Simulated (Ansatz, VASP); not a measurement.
# Two plane-wave programs on SrB

```
Sr B
1.0
     0.00000    2.90117    2.90117
     2.90117    0.00000    2.90117
     2.90117    2.90117    0.00000
Sr B
1 1
Direct
  0.50000 0.50000 0.50000
  0.00000 0.00000 0.00000
```

Alike in both runs: task single point; functional PBEsol; k mesh 10 × 10 × 10; occupations gaussian, width 0.05 eV; no spin polarisation.

```csv
,VASP,Ansatz
version,VASP 6.6.1,Ansatz 0.2.0
potentials or method,"VASP PAW PBE potentials, release 64 (Sr_sv, B), cutoff 520 eV","scalar-relativistic, plane waves, PAW"
valence electrons in the cell,13,13
```

```tsv
	VASP	Ansatz	Ansatz less VASP
gap on the k mesh at the Fermi level (eV)	none	none	-
pressure (GPa)	1.8	1.7	-0.12
```

VASP's potentials were made for PBE, not for PBEsol. A gap of «none» marks a metal or a gap that the smearing closes.
